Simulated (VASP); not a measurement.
Ti4HBr:

```
CELL_PARAMETERS angstrom
0.00000 3.62124 3.62124
3.62124 0.00000 3.62124
3.62124 3.62124 0.00000
ATOMIC_POSITIONS crystal
Ti 0.87421 0.37736 0.87421
Ti 0.87421 0.87421 0.37736
Ti 0.87421 0.87421 0.87421
Ti 0.37736 0.87421 0.87421
H 0.25000 0.25000 0.25000
Br 0.50000 0.50000 0.50000
```

The cell was built from a structure type or drawn by symmetry, and may not be a known phase.

* Program: VASP 6.6.1
* Task: relaxation of cell and atoms
* Functional: PBE
* Potentials or basis: VASP PAW PBE potentials, release 64 (Ti_sv, H, Br)
* Cutoff: 600 eV
* k mesh: 4 × 4 × 4
* Occupations: gaussian, width 0.1 eV
* Spin: collinear spin
* Starting moments: [1.0, 1.0, 1.0, 1.0, 0.0, 0.0] μB

At the start: pressure 8.6 GPa; volume 15.83 Å³/atom.

**Question.** Where does the relaxation end?

**Answer.** Over 6 steps the energy falls by 80.2 meV/atom and the volume is 18.57 Å³/atom (+17.3 %); space group F-43m (No. 216, to 0.1 Å) before and after; moment 3.09 μB per cell.

Step by step:
```
step  energy change (eV)  largest force (eV/Å)  pressure (GPa)  volume (Å³)
   1              0.0000                0.6855            8.64        94.97
   2             -0.4435                0.2802            1.96       107.20
   3             -0.4707                0.0661           -1.17       114.43
   4             -0.4789                0.1217           -0.23       112.06
   5             -0.4788                0.1313           -0.10       111.70
   6             -0.4810                0.0387            0.08       111.40
```

Final structure:
```
CELL_PARAMETERS angstrom
0.00000 3.81896 3.81896
3.81896 0.00000 3.81896
3.81896 3.81896 0.00000
ATOMIC_POSITIONS crystal
Ti 0.87823 0.36530 0.87823
Ti 0.87823 0.87823 0.36530
Ti 0.87823 0.87823 0.87823
Ti 0.36530 0.87823 0.87823
H 0.25000 0.25000 0.25000
Br 0.50000 0.50000 0.50000
```

Caveat: the k points lie up to 0.36 Å⁻¹ apart in the final cell; the volume moved by over 15 % at a fixed basis, so the end points are rough.
